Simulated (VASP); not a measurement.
Wanted: the native input for a VASP 6.6.1 run.

```yaml
Task: single point
Functional: PBE
Potentials_or_basis: VASP PAW PBE potentials, release 64 (Rh_pv)
Cutoff: 520 eV
k_mesh: 18 × 18 × 10
Occupations: fermi-dirac, width 0.15 eV
Spin: no spin polarisation
Dipole_correction: no
Further_INCAR_settings: ALGO = Fast; EDIFF = 1e-06; NBANDS = 22
```

The structure of Rh lies in POSCAR:

```
Rh
1.0
    2.7094731203      0.0000000000      0.0000000000
   -1.3547365602      2.3464725531      0.0000000000
    0.0000000000      0.0000000000      4.3657133131
Rh
2
Direct
    0.6666666667      0.3333333333      0.7500000000
    0.3333333333      0.6666666667      0.2500000000
```

This cell differs from its parent crystal: volume scaled by 0.98, then relaxed in part.

One way to write it, as run:

INCAR

```
PREC     = Accurate       # precision mode
ENCUT    = 520            # plane-wave cutoff, eV
EDIFF    = 1E-6           # SCF threshold, eV
ISMEAR   = -1             # smearing method
SIGMA    = 0.15           # smearing width, eV
LREAL    = F              # projectors in reciprocal space
LASPH    = T              # aspherical terms in the spheres
NELM     = 100            # most SCF steps
ALGO     = Fast           # electronic algorithm
ISIF     = 2              # what is computed and relaxed
LWAVE    = F              # write WAVECAR
LCHARG   = F              # write CHGCAR
GGA      = PE             # functional
NBANDS   = 22             # bands
```

KPOINTS

```
Automatic mesh
0
Gamma
  18 18 10
```

Potentials or basis: VASP PAW PBE potentials, release 64 (Rh_pv).

The run is started by

```console
$ cat potpaw_PBE.64/Rh_pv/POTCAR > POTCAR
$ mpirun -np 1 vasp_std > vasp.out
```

Results of the run:

```json
{
 "Pressure": "5.4 GPa",
 "Band gap on the k mesh": "zero (band 15 reaches 12.46 eV, above the bottom of band 16 at 10.08 eV)"
}
```

Run time: 64 s on 1 thread of Intel(R) Xeon(R) Platinum 8488C (Sapphire Rapids), on a shared host, peak memory 0.21 GiB.
